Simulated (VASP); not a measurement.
A run of VASP 6.6.1:

File INCAR:

```
SYSTEM = MgC
PREC = Accurate
ENCUT = 840
EDIFF = 1E-6
ISMEAR = 0
SIGMA = 0.1
LREAL = .False.
LASPH = .True.
NELM = 120
ALGO = Normal
ISIF = 2
LWAVE = .False.
LCHARG = .False.
GGA = PE
NBANDS = 38
GGA_COMPAT = .False.
```

File KPOINTS:

```
regular mesh
0
Gamma
  12 12 4
  0 0 0
```

Contents of POSCAR:

```
MgC
1.0
    3.5493689608      0.0000000000      0.0000000000
   -1.7746844804      3.0738436874      0.0000000000
    0.0000000000      0.0000000000      9.0719546568
Mg C
4 4
Direct
    0.0000000000      0.0000000000      0.0000000000
    0.3333333333      0.6666666667      0.2500000000
    0.0000000000      0.0000000000      0.5000000000
    0.6666666667      0.3333333333      0.7500000000
    0.6666666667      0.3333333333      0.1715348195
    0.6666666667      0.3333333333      0.3284651805
    0.3333333333      0.6666666667      0.6715348195
    0.3333333333      0.6666666667      0.8284651805
```

Potentials or basis: VASP PAW PBE potentials, release 64 (Mg_sv, C).

The run is started by

```console
$ cat potpaw_PBE.64/Mg_sv/POTCAR potpaw_PBE.64/C/POTCAR > POTCAR
$ mpirun -np 1 vasp_std > vasp.out
```

Hardware: 1 thread of Intel(R) Xeon(R) Platinum 8259CL CPU @ 2.50GHz (Skylake/Cascade Lake) (shared host).

Problem. Estimate the wall time of this run.

Solution. Wall time 6.3 min on 1 thread of Intel(R) Xeon(R) Platinum 8259CL CPU @ 2.50GHz (Skylake/Cascade Lake), on a shared host, peak memory 0.54 GiB. Counts: scf iterations 14, k points 57.
